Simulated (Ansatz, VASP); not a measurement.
**Ge5As: VASP beside Ansatz**

INCAR

```
PREC = Accurate ; ENCUT = 520
EDIFF = 1E-6 ; ISMEAR = 0
SIGMA = 0.1 ; LREAL = False
LASPH = True ; NELM = 100
ALGO = Normal ; ISIF = 2
LWAVE = False ; LCHARG = False
GGA = PE ; NBANDS = 46
```

The input KPOINTS:

```
Automatic mesh
0
Gamma
  4 4 4
```

The input POSCAR:

```
Ge5As
1.0
    0.0000000000      4.1508882100      4.1508882100
    4.1508882100      0.0000000000      4.1508882100
    4.1508882100      4.1508882100      0.0000000000
Ge As
5 1
Direct
    0.5000000000      0.5000000000      0.5000000000
    0.8796187200      0.8796187200      0.8796187200
    0.8796187200      0.8796187200      0.3611438300
    0.8796187200      0.3611438300      0.8796187200
    0.3611438300      0.8796187200      0.8796187200
    0.7500000000      0.7500000000      0.7500000000
```

Input for Ansatz:

```yaml
crystal:
  lattice:
    - [0.0, 4.15088821, 4.15088821]
    - [4.15088821, 0.0, 4.15088821]
    - [4.15088821, 4.15088821, 0.0]
  atoms:
    - { symbol: Ge, position: [0.5, 0.5, 0.5] }
    - { symbol: Ge, position: [0.87961872, 0.87961872, 0.87961872] }
    - { symbol: Ge, position: [0.87961872, 0.87961872, 0.36114383] }
    - { symbol: Ge, position: [0.87961872, 0.36114383, 0.87961872] }
    - { symbol: Ge, position: [0.36114383, 0.87961872, 0.87961872] }
    - { symbol: As, position: [0.75, 0.75, 0.75] }
basis:
  ecutwfc: 420
kpoints:
  mp_grid: { grid: [4, 4, 4] }
hamiltonian:
  xc: pbe
scf:
  occupations: { method: gaussian, width: 0.1 }
  lower_state_search: "off"
output:
  forces: true
  stress: true
  eigenvalues: true
```

Alike in both runs: task single point; functional PBE; k mesh 4 × 4 × 4; occupations gaussian, width 0.1 eV; no spin polarisation.

|  | VASP | Ansatz |
| --- | --- | --- |
| version | VASP 6.6.1 | Ansatz 0.2.0 |
| potentials or method | VASP PAW PBE potentials, release 64 (Ge_d, As), cutoff 520 eV | scalar-relativistic, plane waves, PAW |
| valence electrons in the cell | 75 | 85 |

|  | VASP | Ansatz | Ansatz less VASP |
| --- | --- | --- | --- |
| gap on the k mesh at the Fermi level (eV) | none | none | - |
| rms of the force components (eV/Å) | 7.871 | 7.689 | -0.1817 |

Atom by atom the forces differ by 0.182 eV/Å (rms over components). A gap of «none» marks a metal or a gap that the smearing closes. With one functional, cell and mesh, what is left measures potentials, basis and numerics. VASP's potentials hold 75 valence electrons a cell and Ansatz's 85, so a difference there can come from the potentials and not from the codes.
